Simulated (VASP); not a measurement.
# Ti (P6_3/mmc) in VASP: notebook

Aim: see how the results for Ti move with the level of theory and the settings. Levels: LDA, PBEsol. Tasks: single point.

Program: VASP 6.6.1. These are calculated values, not measurements. Logs are shortened: lines on timing, memory, paths and dates and some standing lists are left out, and cuts for length are marked.

## 1. The cell of the first run

It takes space group P6_3/mmc (No. 194, hexagonal). The conventional cell has a = 2.868 Å, b = 2.868 Å, c = 4.522 Å, α = 90.00°, β = 90.00°, γ = 120.00°. Ti (site symmetry -6m2) has 12 Ti at 2.80 to 2.87 Å within 3.7 Å.

## 2. Single point, LDA

Contents of INCAR:

```
PREC     = Accurate       # precision mode
ENCUT    = 520            # plane-wave cutoff, eV
EDIFF    = 1E-6           # SCF threshold, eV
ISMEAR   = -1             # smearing method
SIGMA    = 0.05           # smearing width, eV
LREAL    = F              # projectors in reciprocal space
LASPH    = T              # aspherical terms in the spheres
NELM     = 60             # most SCF steps
ALGO     = Normal         # electronic algorithm
ISIF     = 2              # what is computed and relaxed
LWAVE    = F              # write WAVECAR
LCHARG   = T              # write CHGCAR
LELF     = T              # ELF
LVHAR    = T            
NBANDS   = 19             # bands
```

Contents of KPOINTS:

```
Automatic mesh
0
Gamma
  10 10 6
```

Contents of POSCAR:

```
Ti
1.0
    2.8675167988      0.0000000000      0.0000000000
   -1.4337583994      2.4833423935      0.0000000000
    0.0000000000      0.0000000000      4.5215774882
Ti
2
Direct
    0.6666666667      0.3333333333      0.7500000000
    0.3333333333      0.6666666667      0.2500000000
```

Potentials or basis: VASP PAW LDA potentials, release 64 (Ti_sv).

Started as:

```sh
$ cat potpaw_LDA.64/Ti_sv/POTCAR > POTCAR
$ mpirun -np 1 vasp_std > vasp.out
```

OUTCAR:

```text
PREC = Accurate
   ENCUT = 520
   EDIFF = 1E-6
   ISMEAR = -1
   LREAL = F
   LASPH = T
   NELM = 60
   ISIF = 2

 ion  position               nearest neighbor table
   1  0.667  0.333  0.750-   2 2.80   2 2.80   2 2.80   2 2.80   2 2.80   2 2.80
   2  0.333  0.667  0.250-   1 2.80   1 2.80   1 2.80   1 2.80   1 2.80   1 2.80

  LATTYP: Found a hexagonal cell.
 ALAT       =     2.8675167988
 C/A-ratio  =     1.5768268525

  Lattice vectors:

 A1 = (   2.8675167988,   0.0000000000,   0.0000000000)
 A2 = (  -1.4337583994,   2.4833423935,   0.0000000000)
 A3 = (   0.0000000000,   0.0000000000,   4.5215774882)

Analysis of symmetry for initial positions (statically):
=====================================================================
 Subroutine PRICEL returns:
 Original cell was already a primitive cell.

 Routine SETGRP: Setting up the symmetry group for a
 hexagonal supercell.

 Subroutine GETGRP returns: Found 24 space group operations
 (whereof 12 operations were pure point group operations)
 out of a pool of 24 trial point group operations.

The static configuration has the point symmetry D_3d.
 The point group associated with its full space group is D_6h.

Analysis of symmetry for dynamics (positions and initial velocities):
=====================================================================
 Subroutine PRICEL returns:
 Original cell was already a primitive cell.

 Routine SETGRP: Setting up the symmetry group for a
 hexagonal supercell.

 Subroutine GETGRP returns: Found 24 space group operations
 (whereof 12 operations were pure point group operations)
 out of a pool of 24 trial point group operations.

The dynamic configuration has the point symmetry D_3d.
 The point group associated with its full space group is D_6h.

 Subroutine INISYM returns: Found 24 space group operations
 (whereof 12 operations are pure point group operations),
 and found     1 'primitive' translations

----------------------------------------------------------------------------------------

                                     Primitive cell

  volume of cell :      32.1983

  direct lattice vectors                    reciprocal lattice vectors
     2.867516799  0.000000000  0.000000000     0.348733790  0.201341547  0.000000000
    -1.433758399  2.483342394  0.000000000     0.000000000  0.402683095  0.000000000
     0.000000000  0.000000000  4.521577488     0.000000000  0.000000000  0.221161752

  length of vectors
     2.867516799  2.867516799  4.521577488     0.402683095  0.402683095  0.221161752

  position of ions in fractional coordinates (direct lattice)
     0.666666667  0.333333333  0.750000000
     0.333333333  0.666666667  0.250000000

  ion indices of the primitive-cell ions
   primitive index   ion index
                 1           1
                 2           2

----------------------------------------------------------------------------------------

 KPOINTS: Automatic mesh

Automatic generation of k-mesh.
 Grid dimensions read from file:
 generate k-points for:   10   10    6

 Generating k-lattice:

  Cartesian coordinates                     Fractional coordinates (reciprocal lattice)
     0.034873379  0.020134155  0.000000000     0.100000000  0.000000000  0.000000000
     0.000000000  0.040268309  0.000000000     0.000000000  0.100000000  0.000000000
     0.000000000  0.000000000  0.036860292     0.000000000  0.000000000  0.166666667

  Length of vectors
     0.040268309  0.040268309  0.036860292

  Shift w.r.t. Gamma in fractional coordinates (k-lattice)
     0.000000000  0.000000000  0.000000000

 Subroutine IBZKPT returns following result:
 ===========================================

 Found     56 irreducible k-points:

 Following reciprocal coordinates:
            Coordinates               Weight
  0.000000  0.000000  0.000000      1.000000
  0.100000 -0.000000  0.000000      6.000000
  0.200000 -0.000000  0.000000      6.000000
  0.300000  0.000000  0.000000      6.000000
  0.400000 -0.000000  0.000000      6.000000
  0.500000  0.000000  0.000000      3.000000
[... 16 lines left out ...]
  0.300000  0.100000  0.166667     24.000000
  0.400000  0.100000  0.166667     24.000000
 [... further k-points ...]
   k-points           NKPTS =     56   k-points in BZ     NKDIM =     56   number of bands    NBANDS=     19
   number of dos      NEDOS =    301   number of ions     NIONS =      2
   total plane-waves  NPLWV =  20736
   dimension x,y,z NGX =    24 NGY =   24 NGZ =   36
   dimension x,y,z NGXF=    48 NGYF=   48 NGZF=   72
   ions per type =               2
   NGX,Y,Z   is equivalent  to a cutoff of  13.91, 13.91, 13.24 a.u.
   NGXF,Y,Z  is equivalent  to a cutoff of  27.83, 27.83, 26.47 a.u.
 SYSTEM =  unknown system
   PREC   = accura    normal or accurate (medium, high low for compatibility)
   ISTART =      0    job   : 0-new  1-cont  2-samecut
   ICHARG =      2    charge: 1-file 2-atom 10-const
   ISPIN  =      1    spin polarized calculation?
   LNONCOLLINEAR =      F non collinear calculations
   LSORBIT =      F    spin-orbit coupling
   LASPH  =      T    aspherical Exc in radial PAW
   ENCUT  =  520.0 eV  38.22 Ry    6.18 a.u.   5.33  5.33  8.41*2*pi/ulx,y,z
   NELM   =     60;   NELMIN=  2; NELMDL= -5     # of ELM steps
   EDIFF  = 0.1E-05   stopping-criterion for ELM
   LREAL  =      F    real-space projection
   EDIFFG = 0.1E-04   stopping-criterion for IOM
   NSW    =      0    number of steps for IOM
   IBRION =     -1    ionic relax: 0-MD 1-quasi-New 2-CG
   NFREE  =      0    steps in history (QN), initial steepest desc. (CG)
   ISIF   =      2    stress and relaxation
   ISYM   =      2    0-nonsym 1-usesym 2-fastsym
   POTIM  = 0.5000    time-step for ionic-motion
   TEBEG  =    0.0;   TEEND  =   0.0 temperature during run
   PSTRESS=    0.0 pullay stress
   NELECT =      24.0000    total number of electrons
   NUPDOWN=      -1.0000    fix difference up-down
   EMIN   =  10.00;   EMAX   =-10.00  energy-range for DOS
   EFERMI =   0.00;   METHOD = LEGACY
   ISMEAR =    -1;   SIGMA  =   0.05  broadening in eV -4-tet -1-fermi 0-gaus
   EFERMI_NEDOS =   21; number of points for ismear=-14 and -15
   IALGO  =     38    algorithm
   IMIX   =      4    mixing-type and parameters
     AMIX     =   0.40;   BMIX     =  1.00
     AMIX_MAG =   1.60;   BMIX_MAG =  1.00
  volume/ion in A,a.u.               =      16.10       108.64
  Fermi-wavevector in a.u.,A,eV,Ry     =   1.484343  2.805002 29.977382  2.203275
  Thomas-Fermi vector in A             =   2.597892
   LORBIT       =      0    0 simple, 1 ext, 2 COOP (PROOUT), +10 PAW based schemes
   GGA     = CA    functional components
   LHFCALC =     F    Hartree Fock is set to
   AEXX    =    0.0000 exact exchange contribution
   IVDW    =     0    specifies the selected vdW correction
   LEPSILON=     F    determine dielectric tensor
   LRPA    =     F    only Hartree local field effects (RPA)
 non-spin polarized calculation
  energy-cutoff  :      520.00
  volume of cell :       32.20
 maximum number of plane-waves:       884
 NGX is ok and might be reduce to    24
   NGX = 11   NGY = 11   NGZ = 17

 number of electron      24.0000002 magnetization

 Free energy of the ion-electron system (eV)
  ---------------------------------------------------
  ext. energy  EPLUGINS =         0.00000000
  ---------------------------------------------------
  free energy    TOTEN  =       -17.10731371 eV

  energy without entropy =      -17.08908145  energy(sigma->0) =      -17.09819758

 E-fermi :   8.9132     XC(G=0): -12.1519

 val. band max:        8.8200344179   @ k =   0.1000   0.1000   0.1667
 cond. band min:       8.9220380375   @ k =   0.3000   0.2000   0.5000
 fundamental gap:      0.1020036196
 Fermi energy:         8.9132300986

 k-point     1 :       0.0000    0.0000    0.0000
  band No.  band energies     occupation
      1     -47.1280      2.00000
      2     -46.9288      2.00000
      3     -24.2104      2.00000
      4     -23.3726      2.00000
      5     -23.3726      2.00000
      6     -23.2706      2.00000
[... 11 lines left out ...]
     18      10.6092      0.00000
     19      12.3417      0.00000

 k-point     2 :       0.1000   -0.0000    0.0000
  band No.  band energies     occupation
      1     -47.1142      2.00000
      2     -46.9236      2.00000
      3     -24.1817      2.00000
      4     -23.4310      2.00000
      5     -23.3921      2.00000
      6     -23.2999      2.00000
[... 11 lines left out ...]
     18      10.4597      0.00000
     19      12.4331      0.00000

 k-point     3 :       0.2000   -0.0000    0.0000
  band No.  band energies     occupation
      1     -47.0767      2.00000
      2     -46.9108      2.00000
      3     -24.1012      2.00000
      4     -23.5850      2.00000
      5     -23.4531      2.00000
      6     -23.4409      2.00000
[... 11 lines left out ...]
     18      10.9948      0.00000
     19      12.6031      0.00000

 k-point     4 :       0.3000    0.0000    0.0000
  band No.  band energies     occupation
      1     -47.0269      2.00000
      2     -46.8982      2.00000
      3     -23.9861      2.00000
      4     -23.7774      2.00000
      5     -23.6333      2.00000
      6     -23.4980      2.00000
[... 11 lines left out ...]
     18      11.7405      0.00000
     19      12.7373      0.00000

 k-point     5 :       0.4000   -0.0000    0.0000
  band No.  band energies     occupation
      1     -46.9808      2.00000
      2     -46.8935      2.00000
      3     -23.9335      2.00000
      4     -23.8665      2.00000
      5     -23.7732      2.00000
      6     -23.5426      2.00000
[... 11 lines left out ...]
     18      12.6124      0.00000
     19      12.8106      0.00000
[... 334 lines left out ...]
      2     -46.9264      2.00000
      3     -24.0830      2.00000
      4     -23.5045      2.00000
      5     -23.4875      2.00000
      6     -23.4074      2.00000
[... 11 lines left out ...]
     18      11.0129      0.00000
     19      12.4980      0.00000

 k-point    22 :       0.2000    0.1000    0.1667
  band No.  band energies     occupation
      1     -47.0353      2.00000
      2     -46.9117      2.00000
      3     -24.0136      2.00000
      4     -23.6656      2.00000
      5     -23.6159      2.00000
      6     -23.4721      2.00000
[... 11 lines left out ...]
     18      11.5984      0.00000
     19      12.5895      0.00000

 k-point    23 :       0.3000    0.1000    0.1667
  band No.  band energies     occupation
      1     -46.9893      2.00000
      2     -46.9008      2.00000
      3     -23.9755      2.00000
      4     -23.8075      2.00000
      5     -23.7121      2.00000
      6     -23.5366      2.00000
[... 11 lines left out ...]
     18      12.2330      0.00000
     19      12.8301      0.00000

 k-point    24 :       0.4000    0.1000    0.1667
  band No.  band energies     occupation
      1     -46.9556      2.00000
      2     -46.8992      2.00000
      3     -24.0176      2.00000
      4     -23.8653      2.00000
      5     -23.7208      2.00000
      6     -23.5650      2.00000
[... 11 lines left out ...]
     18      12.6624      0.00000
     19      13.4892      0.00000

 [... further k-points ...]

------------------------ aborting loop because EDIFF is reached ----------------------------------------

  FORCE on cell =-STRESS in cart. coord.  units (eV):
  Direction    XX          YY          ZZ          XY          YZ          ZX
  --------------------------------------------------------------------------------------
  -------------------------------------------------------------------------------------
  Total       -0.0311259     -0.0311259     -0.0233276      0.0000000      0.0000000      0.0000000
  in kB       -1.5488173     -1.5488173     -1.1607758      0.0000000      0.0000000      0.0000000
  external PRESSURE =      -1.4194701 kB  Pullay stress =       0.0000000 kB

 VOLUME and BASIS-vectors are now :
 -----------------------------------------------------------------------------
  energy-cutoff  :      520.00
  volume of cell :       32.20
      direct lattice vectors                 reciprocal lattice vectors
     2.867516799  0.000000000  0.000000000     0.348733790  0.201341547  0.000000000
    -1.433758399  2.483342394  0.000000000     0.000000000  0.402683095  0.000000000
     0.000000000  0.000000000  4.521577488     0.000000000  0.000000000  0.221161752

 POSITION                                       TOTAL-FORCE (eV/Angst)
 -----------------------------------------------------------------------------------
      1.43376      0.82778      3.39118        -0.000000     -0.000000      0.000000
     -0.00000      1.65556      1.13039         0.000000      0.000000      0.000000
 -----------------------------------------------------------------------------------
    total drift:                               -0.000000      0.000000     -0.000000

  FREE ENERGIE OF THE ION-ELECTRON SYSTEM (eV)
  ---------------------------------------------------
  free  energy   TOTEN  =       -17.1073137082 eV

  energy  without entropy=      -17.0890814505  energy(sigma->0) =      -17.09819758
```

It took 16 s on 1 thread of Intel Xeon 6975P-C, shared host; peak memory 0.16 GiB.

What came out:

| Property | Result |
| --- | --- |
| Free energy | -17.1073 eV |
| Pressure | -0.1 GPa |
| Band gap on the k mesh | zero (band 12 reaches 9.70 eV, above the bottom of band 13 at 8.76 eV) |

Levels at points of the mesh, in eV from the Fermi level:
```tsv
k point	band 9	band 10	band 11	band 12	band 13	band 14	band 15	band 16
(0.00, 0.00, 0.00)	-6.29	-2.86	0.78	0.78	0.96	1.16	1.35	1.35
(0.50, 0.00, 0.00)	-2.42	-2.39	-2.04	-0.47	0.43	0.71	1.31	3.65
(0.00, 0.00, 0.50)	-4.32	-4.32	0.11	0.11	0.67	0.67	0.67	0.67
(0.50, 0.00, 0.50)	-2.74	-2.74	-0.90	-0.90	1.62	1.62	1.83	1.83
```

## 3. Single point, PBEsol

This run uses another cell than the first one, of 16.73 Å³/atom, 1.039 times its volume.

Contents of INCAR:

```
ALGO     = Normal         # electronic algorithm
EDIFF    = 1E-7           # SCF threshold, eV
ENCUT    = 520            # plane-wave cutoff, eV
GGA      = PS             # functional
ISIF     = 2              # what is computed and relaxed
ISMEAR   = -1             # smearing method
LASPH    = True           # aspherical terms in the spheres
LCHARG   = False          # write CHGCAR
LREAL    = False          # projectors in reciprocal space
LWAVE    = False          # write WAVECAR
NBANDS   = 19             # bands
NELM     = 100            # most SCF steps
PREC     = Accurate       # precision mode
SIGMA    = 0.05           # smearing width, eV
```

Contents of KPOINTS:

```
k-points
0
Gamma
  10 10 6
```

Contents of POSCAR:

```
Ti
1.0
    2.9042995423      0.0000000000      0.0000000000
   -1.4521497711      2.5151971838      0.0000000000
    0.0000000000      0.0000000000      4.5796130854
Ti
2
Direct
    0.6666666667      0.3333333333      0.7500000000
    0.3333333333      0.6666666667      0.2500000000
```

Potentials or basis: VASP PAW PBE potentials, release 64 (Ti_sv).

Started as:

```sh
$ cat potpaw_PBE.64/Ti_sv/POTCAR > POTCAR
$ mpirun -np 1 vasp_std > vasp.out
```

It took 20 s on 1 thread of Intel Xeon 6975P-C, shared host; peak memory 0.17 GiB.

Results (log left out):

```yaml
Free_energy: -16.6853 eV
Pressure: -0.3 GPa
Band_gap_on_the_k_mesh: zero (band 12 reaches 9.40 eV, above the bottom of band 13 at 8.41 eV)
```

Levels at points of the mesh, in eV from the Fermi level:
```
           k point  band 9  band 10  band 11  band 12  band 13  band 14  band 15  band 16
(0.00, 0.00, 0.00)   -6.29    -2.78     0.80     0.80     0.94     0.96     1.33     1.33
(0.50, 0.00, 0.00)   -2.40    -2.27    -1.94    -0.59     0.46     0.68     1.26     3.51
(0.00, 0.00, 0.50)   -4.37    -4.37     0.11     0.11     0.69     0.69     0.69     0.69
(0.50, 0.00, 0.50)   -2.65    -2.65    -0.84    -0.84     1.44     1.44     1.79     1.79
```

Caveat: the PAW data sets were made with another functional, which shifts forces and pressure a little.
